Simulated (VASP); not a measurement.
# BaTiO3 (P1) in VASP: a series of runs

The runs below take BaTiO3 through single point, with PBE.

Program: VASP 6.6.1. These are calculated values, not measurements. Logs are shortened: lines on timing, memory, paths and dates and some standing lists are left out, and cuts for length are marked.

### Step 1. The cell of the first run

The typed cell holds 5 atoms: a = 4.031 Å, b = 4.037 Å, c = 4.032 Å, α = 89.77°, β = 89.78°, γ = 89.77°.

### Step 2. Single point, PBE

INCAR

```
SYSTEM = BaTiO3
ALGO = Normal ; EDIFF = 1E-6
ENCUT = 520 ; GGA = PE
ISIF = 2 ; ISMEAR = -1
LASPH = .True. ; LCHARG = .False.
LREAL = .False. ; LWAVE = .False.
NBANDS = 28 ; NELM = 100
PREC = Accurate ; SIGMA = 0.05
```

KPOINTS

```
k-points
0
Gamma
  7 6 7
  0 0 0
```

POSCAR

```
BaTiO3
1.0
    4.0308994806      0.0015047356      0.0104234620
    0.0077176543      2.8490563723      2.8601426820
    0.0091001676     -2.8452698094      2.8573877823
Ba Ti O
1 1 3
Direct
    0.0076522345      1.0073037874      1.0070015295
    0.5207179461      0.5207176582      0.5201462135
    0.9848524883      0.4923827866      0.4924760459
    0.4933129992      0.4924376914      0.9839187489
    0.4934643319      0.9833780764      0.4926774523
```

Potentials or basis: VASP PAW PBE potentials, release 64 (Ba_sv, Ti_sv, O).

On the command line:

```console
$ cat potpaw_PBE.64/Ba_sv/POTCAR potpaw_PBE.64/Ti_sv/POTCAR potpaw_PBE.64/O/POTCAR > POTCAR
$ mpirun -np 1 vasp_std > vasp.out
```

OUTCAR:

```text
SYSTEM = BaTiO3
   EDIFF = 1E-6
   ENCUT = 520
   GGA = PE
   ISIF = 2
   ISMEAR = -1
   LASPH = .True.
   LREAL = .False.
   NELM = 100
   PREC = Accurate

 ion  position               nearest neighbor table
   1  0.008  0.007  0.007-   3 2.78   4 2.78   5 2.78   5 2.85   4 2.85   5 2.85   3 2.85   4 2.85
                             3 2.85   5 2.94   4 2.94   3 2.94   2 3.41   2 3.46   2 3.46   2 3.46
   2  0.521  0.521  0.520-   5 1.87   4 1.88   3 1.88   3 2.17   4 2.17   5 2.18   1 3.41   1 3.46
                             1 3.46   1 3.46   1 3.52   1 3.52   1 3.52   1 3.60
   3  0.985  0.492  0.492-   2 1.88   2 2.17   1 2.78   1 2.85   1 2.85   1 2.94
   4  0.493  0.492  0.984-   2 1.88   2 2.17   1 2.78   1 2.85   1 2.85   1 2.94
   5  0.493  0.983  0.493-   2 1.87   2 2.18   1 2.78   1 2.85   1 2.85   1 2.94

  LATTYP: Found a triclinic cell.
 ALAT       =     4.0324072264
 B/A-ratio  =     1.4112443231
 C/A-ratio  =     1.0011459974
 COS(alpha) =     0.0000463207
 COS(beta)  =     0.0040710818
 COS(gamma) =     0.7058846439

  Lattice vectors:

 A1 = (  -0.0091001676,   2.8452698094,  -2.8573877823)
 A2 = (   4.0217993130,   2.8467745450,  -2.8469643203)
 A3 = (  -0.0077176543,  -2.8490563723,  -2.8601426820)

Analysis of symmetry for initial positions (statically):
=====================================================================
 Subroutine PRICEL returns:
 Original cell was already a primitive cell.

 Routine SETGRP: Setting up the symmetry group for a
 triclinic supercell.

 Subroutine GETGRP returns: Found  1 space group operations
 (whereof  1 operations were pure point group operations)
 out of a pool of  2 trial point group operations.

The static configuration has the point symmetry C_1 .

Analysis of symmetry for dynamics (positions and initial velocities):
=====================================================================
 Subroutine PRICEL returns:
 Original cell was already a primitive cell.

 Routine SETGRP: Setting up the symmetry group for a
 triclinic supercell.

 Subroutine GETGRP returns: Found  1 space group operations
 (whereof  1 operations were pure point group operations)
 out of a pool of  2 trial point group operations.

The dynamic configuration has the point symmetry C_1 .

 Subroutine INISYM returns: Found  1 space group operations
 (whereof  1 operations are pure point group operations),
 and found     1 'primitive' translations

----------------------------------------------------------------------------------------

                                     Primitive cell

  volume of cell :      65.6175

  direct lattice vectors                    reciprocal lattice vectors
     4.030899481  0.001504736  0.010423462     0.248085451  0.000060585 -0.000729771
     0.007717654  2.849056372  2.860142682    -0.000517502  0.175528717  0.174785960
     0.009100168 -2.845269809  2.857387782    -0.000386990 -0.175698171  0.175018184

  length of vectors
     4.030913238  4.037028355  4.032407226     0.248086532  0.247710981  0.247994681

  position of ions in fractional coordinates (direct lattice)
     0.007652235  0.007303787  0.007001530
     0.520717946  0.520717658  0.520146213
     0.984852488  0.492382787  0.492476046
     0.493312999  0.492437691  0.983918749
     0.493464332  0.983378076  0.492677452

  ion indices of the primitive-cell ions
   primitive index   ion index
                 1           1
                 2           2
                 3           3
                 4           4
                 5           5

----------------------------------------------------------------------------------------

 KPOINTS: k-points

Automatic generation of k-mesh.
 Grid dimensions read from file:
 generate k-points for:    7    6    7

 Generating k-lattice:

  Cartesian coordinates                     Fractional coordinates (reciprocal lattice)
     0.035440779  0.000008655 -0.000104253     0.142857143  0.000000000  0.000000000
    -0.000086250  0.029254786  0.029130993     0.000000000  0.166666667  0.000000000
    -0.000055284 -0.025099739  0.025002598     0.000000000  0.000000000  0.142857143

  Length of vectors
     0.035440933  0.041285163  0.035427812

  Shift w.r.t. Gamma in fractional coordinates (k-lattice)
     0.000000000  0.000000000  0.000000000

 Subroutine IBZKPT returns following result:
 ===========================================

 Found    148 irreducible k-points:

 Following reciprocal coordinates:
            Coordinates               Weight
  0.000000  0.000000  0.000000      1.000000
  0.142857 -0.000000 -0.000000      2.000000
  0.285714 -0.000000 -0.000000      2.000000
  0.428571  0.000000 -0.000000      2.000000
 -0.000000  0.166667  0.000000      2.000000
  0.142857  0.166667  0.000000      2.000000
[... 16 lines left out ...]
  0.000000 -0.000000  0.142857      2.000000
  0.142857  0.000000  0.142857      2.000000
 [... further k-points ...]
   k-points           NKPTS =    148   k-points in BZ     NKDIM =    148   number of bands    NBANDS=     28
   number of dos      NEDOS =    301   number of ions     NIONS =      5
   total plane-waves  NPLWV =  27000
   dimension x,y,z NGX =    30 NGY =   30 NGZ =   30
   dimension x,y,z NGXF=    60 NGYF=   60 NGZF=   60
   ions per type =               1   1   3
   NGX,Y,Z   is equivalent  to a cutoff of  12.37, 12.35, 12.37 a.u.
   NGXF,Y,Z  is equivalent  to a cutoff of  24.75, 24.71, 24.74 a.u.
 SYSTEM =  BaTiO3
   PREC   = accura    normal or accurate (medium, high low for compatibility)
   ISTART =      0    job   : 0-new  1-cont  2-samecut
   ICHARG =      2    charge: 1-file 2-atom 10-const
   ISPIN  =      1    spin polarized calculation?
   LNONCOLLINEAR =      F non collinear calculations
   LSORBIT =      F    spin-orbit coupling
   LASPH  =      T    aspherical Exc in radial PAW
   ENCUT  =  520.0 eV  38.22 Ry    6.18 a.u.   7.49  7.51  7.50*2*pi/ulx,y,z
   NELM   =    100;   NELMIN=  2; NELMDL= -5     # of ELM steps
   EDIFF  = 0.1E-05   stopping-criterion for ELM
   LREAL  =      F    real-space projection
   EDIFFG = 0.1E-04   stopping-criterion for IOM
   NSW    =      0    number of steps for IOM
   IBRION =     -1    ionic relax: 0-MD 1-quasi-New 2-CG
   NFREE  =      0    steps in history (QN), initial steepest desc. (CG)
   ISIF   =      2    stress and relaxation
   ISYM   =      2    0-nonsym 1-usesym 2-fastsym
   POTIM  = 0.5000    time-step for ionic-motion
   TEBEG  =    0.0;   TEEND  =   0.0 temperature during run
   PSTRESS=    0.0 pullay stress
   NELECT =      40.0000    total number of electrons
   NUPDOWN=      -1.0000    fix difference up-down
   EMIN   =  10.00;   EMAX   =-10.00  energy-range for DOS
   EFERMI =   0.00;   METHOD = LEGACY
   ISMEAR =    -1;   SIGMA  =   0.05  broadening in eV -4-tet -1-fermi 0-gaus
   EFERMI_NEDOS =   21; number of points for ismear=-14 and -15
   IALGO  =     38    algorithm
   IMIX   =      4    mixing-type and parameters
     AMIX     =   0.40;   BMIX     =  1.00
     AMIX_MAG =   1.60;   BMIX_MAG =  1.00
  volume/ion in A,a.u.               =      13.12        88.56
  Fermi-wavevector in a.u.,A,eV,Ry     =   1.388103  2.623134 26.216113  1.926830
  Thomas-Fermi vector in A             =   2.512261
   LORBIT       =      0    0 simple, 1 ext, 2 COOP (PROOUT), +10 PAW based schemes
   GGA     = PE    functional components
   LHFCALC =     F    Hartree Fock is set to
   AEXX    =    0.0000 exact exchange contribution
   IVDW    =     0    specifies the selected vdW correction
   LEPSILON=     F    determine dielectric tensor
   LRPA    =     F    only Hartree local field effects (RPA)
 non-spin polarized calculation
  energy-cutoff  :      520.00
  volume of cell :       65.62
 maximum number of plane-waves:      1791
 NGX is ok and might be reduce to    30
   NGX = 15   NGY = 15   NGZ = 15

 number of electron      40.0000009 magnetization

 Free energy of the ion-electron system (eV)
  ---------------------------------------------------
  ext. energy  EPLUGINS =         0.00000000
  ---------------------------------------------------
  free energy    TOTEN  =       -40.03592816 eV

  energy without entropy =      -40.03592816  energy(sigma->0) =      -40.03592816

 E-fermi :   4.6397     XC(G=0): -11.1163

 val. band max:        3.5480160809   @ k =   0.4286   0.5000   0.4286
 cond. band min:       6.0447741956   @ k =   0.0000   0.0000   0.0000
 fundamental gap:      2.4967581146
 Fermi energy:         4.6397295181

 k-point     1 :       0.0000    0.0000    0.0000
  band No.  band energies     occupation
      1     -52.7240      2.00000
      2     -28.9775      2.00000
      3     -28.9749      2.00000
      4     -28.9740      2.00000
      5     -21.2608      2.00000
      6     -13.1781      2.00000
[... 20 lines left out ...]
     27       8.6670      0.00000
     28      10.7108      0.00000

 k-point     2 :       0.1429   -0.0000   -0.0000
  band No.  band energies     occupation
      1     -52.7238      2.00000
      2     -28.9832      2.00000
      3     -28.9771      2.00000
      4     -28.9745      2.00000
      5     -21.2413      2.00000
      6     -13.1861      2.00000
[... 20 lines left out ...]
     27       9.0374      0.00000
     28      11.1912      0.00000

 k-point     3 :       0.2857   -0.0000   -0.0000
  band No.  band energies     occupation
      1     -52.7234      2.00000
      2     -29.0035      2.00000
      3     -28.9763      2.00000
      4     -28.9737      2.00000
      5     -21.1969      2.00000
      6     -13.2600      2.00000
[... 20 lines left out ...]
     27       9.9911      0.00000
     28      11.8839      0.00000

 k-point     4 :       0.4286    0.0000   -0.0000
  band No.  band energies     occupation
      1     -52.7231      2.00000
      2     -29.0197      2.00000
      3     -28.9757      2.00000
      4     -28.9731      2.00000
      5     -21.1606      2.00000
      6     -13.3533      2.00000
[... 578 lines left out ...]
     27      11.6306      0.00000
     28      13.1793      0.00000

 k-point    23 :       0.0000   -0.0000    0.1429
  band No.  band energies     occupation
      1     -52.7238      2.00000
      2     -28.9840      2.00000
      3     -28.9771      2.00000
      4     -28.9737      2.00000
      5     -21.2414      2.00000
      6     -13.1862      2.00000
[... 20 lines left out ...]
     27       9.0399      0.00000
     28      11.1908      0.00000

 k-point    24 :       0.1429    0.0000    0.1429
  band No.  band energies     occupation
      1     -52.7236      2.00000
      2     -28.9837      2.00000
      3     -28.9827      2.00000
      4     -28.9767      2.00000
      5     -21.2233      2.00000
      6     -13.1728      2.00000
[... 20 lines left out ...]
     27       9.4073      0.00000
     28      11.4525      0.00000

 [... further k-points ...]

------------------------ aborting loop because EDIFF is reached ----------------------------------------

  FORCE on cell =-STRESS in cart. coord.  units (eV):
  Direction    XX          YY          ZZ          XY          YZ          ZX
  --------------------------------------------------------------------------------------
  -------------------------------------------------------------------------------------
  Total        1.5085562      1.5098882      1.4844003     -0.0017504     -0.0071329     -0.0149395
  in kB       36.8343213     36.8668453     36.2445080     -0.0427398     -0.1741636     -0.3647777
  external PRESSURE =      36.6485582 kB  Pullay stress =       0.0000000 kB

 VOLUME and BASIS-vectors are now :
 -----------------------------------------------------------------------------
  energy-cutoff  :      520.00
  volume of cell :       65.62
      direct lattice vectors                 reciprocal lattice vectors
     4.030899481  0.001504736  0.010423462     0.248085451  0.000060585 -0.000729771
     0.007717654  2.849056372  2.860142682    -0.000517502  0.175528717  0.174785960
     0.009100168 -2.845269809  2.857387782    -0.000386990 -0.175698171  0.175018184

 POSITION                                       TOTAL-FORCE (eV/Angst)
 -----------------------------------------------------------------------------------
      0.03097      0.00090      0.04098        -0.023476     -0.000960     -0.035022
      2.10771      0.00438      2.98101        -0.045405     -0.000569     -0.064393
      3.97812      0.00308      2.82575         0.047617     -0.000351      0.014446
      2.00125     -1.39579      4.22502         0.010696     -0.027117      0.041207
      2.00118      1.40064      4.22552         0.010568      0.028997      0.043762
 -----------------------------------------------------------------------------------
    total drift:                                0.000395      0.000024      0.000324

  FREE ENERGIE OF THE ION-ELECTRON SYSTEM (eV)
  ---------------------------------------------------
  free  energy   TOTEN  =       -40.0359281640 eV

  energy  without entropy=      -40.0359281640  energy(sigma->0) =      -40.03592816
```

Wall time 6.1 min (1 thread of Intel Xeon 8259CL, shared host); peak memory 0.37 GiB.

What came out:

```
Free energy            : -40.0359 eV
Pressure               : 3.7 GPa
Largest force          : 0.079 eV/Å
Band gap on the k mesh : 2.50 eV (least direct gap 2.92 eV)
```

Forces in eV/Å, atoms in the order of the input:
```
Ba  -0.023 -0.001 -0.035
Ti  -0.045 -0.001 -0.064
O    0.048  0.000  0.014
O    0.011 -0.027  0.041
O    0.011  0.029  0.044
```

Levels at points of the mesh, in eV from the valence-band top:
| k point | band 18 | band 19 | band 20 | band 21 | band 22 | band 23 |
| --- | --- | --- | --- | --- | --- | --- |
| (0.00, 0.00, 0.00) | -0.57 | -0.42 | -0.42 | 2.50 | 2.51 | 2.67 |
| (0.00, 0.50, 0.00) | -1.53 | -0.95 | -0.80 | 2.66 | 3.77 | 3.89 |

Caveat: the cell stands under pressure; spin-orbit coupling is left out, which moves the levels of the heavy elements; an odd mesh through Γ misses points on the zone boundary, where band edges can lie.

### Step 3. Single point, PBE

This run uses another cell than the first one, of 13.39 Å³/atom.

INCAR

```
SYSTEM = BaTiO3
PREC = Accurate
ENCUT = 520
EDIFF = 1E-7
ISMEAR = -1
SIGMA = 0.05
LREAL = .FALSE.
LASPH = .TRUE.
NELM = 60
ALGO = Normal
ISIF = 2
LWAVE = .FALSE.
LCHARG = .FALSE.
GGA = PE
NBANDS = 28
```

KPOINTS

```
Automatic mesh
0
G
  7 6 7
  0 0 0
```

POSCAR

```
BaTiO3
1.0
    4.0526239151      0.0014674508      0.0138005447
    0.0110781037      2.8701648709      2.8859074672
    0.0114293071     -2.8609019344      2.8771720263
Ba Ti O
1 1 3
Direct
    0.0087596668      1.0091583849      1.0083189621
    0.5226015897      0.5238935953      0.5224305340
    0.9827900965      0.4914111757      0.4916611344
    0.4926968012      0.4916055653      0.9815068665
    0.4931518459      0.9801512788      0.4923024930
```

Potentials or basis: VASP PAW PBE potentials, release 64 (Ba_sv, Ti_sv, O).

On the command line:

```console
$ cat potpaw_PBE.64/Ba_sv/POTCAR potpaw_PBE.64/Ti_sv/POTCAR potpaw_PBE.64/O/POTCAR > POTCAR
$ mpirun -np 1 vasp_std > vasp.out
```

It took 6.5 min on 1 thread of Intel Xeon 8259CL, shared host; peak memory 0.38 GiB.

Results (log left out):

```yaml
Free_energy: -40.0548 eV
Pressure: 1.6 GPa
Largest_force: 0.090 eV/Å
Band_gap_on_the_k_mesh: 2.62 eV (least direct gap 3.11 eV)
```

Forces in eV/Å, atoms in the order of the input:
```
Ba  -0.024 -0.002 -0.037
Ti  -0.049 -0.003 -0.075
O    0.052  0.001  0.017
O    0.011 -0.028  0.047
O    0.011  0.032  0.048
```

Levels at points of the mesh, in eV from the valence-band top:
| k point | band 18 | band 19 | band 20 | band 21 | band 22 | band 23 |
| --- | --- | --- | --- | --- | --- | --- |
| (0.00, 0.00, 0.00) | -0.65 | -0.50 | -0.49 | 2.61 | 2.65 | 2.81 |
| (0.00, 0.50, 0.00) | -1.49 | -0.98 | -0.81 | 2.77 | 3.77 | 3.91 |

Caveat: spin-orbit coupling is left out, which moves the levels of the heavy elements; an odd mesh through Γ misses points on the zone boundary, where band edges can lie. Expect the measured gap to be larger: semilocal functionals such as PBE lack the derivative discontinuity.
